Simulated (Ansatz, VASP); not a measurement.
# One calculation of CdS, two programs

```
Cd S
1.0
     4.24668    0.00000    0.00000
    -2.12334    3.67773    0.00000
     0.00000    0.00000    6.89981
Cd S
2 2
Direct
  0.33333 0.66667 0.99903
  0.66667 0.33333 0.49903
  0.33333 0.66667 0.37597
  0.66667 0.33333 0.87597
```

Alike in both runs: functional r2SCAN; k mesh 12 × 12 × 4; occupations fermi-dirac, width 0.02 eV; no spin polarisation.

Ansatz relaxed the structure, and its values are those at the end. VASP's run is a single point on that final structure, the one shown.

|  | VASP | Ansatz |
| --- | --- | --- |
| version | VASP 6.6.1 | Ansatz 0.2.0 |
| potentials or method | VASP PAW PBE potentials, release 64 (Cd, S), cutoff 520 eV | PAW plane waves |
| valence electrons in the cell | 36 | 52 |

VASP gave:

* gap on the k mesh at the Fermi level (eV): 1.48
* pressure (GPa): -2.9

Which values does Ansatz return?

gap on the k mesh at the Fermi level (eV): 1.48; pressure (GPa): -3.1.

VASP's potentials were made for PBE, not for r2SCAN. The functional is the same, so the differences come from potentials, cutoffs and numerics. VASP's potentials hold 36 valence electrons a cell and Ansatz's 52, so a difference there can come from the potentials and not from the codes. Ansatz's warnings: stress scf threshold loose.
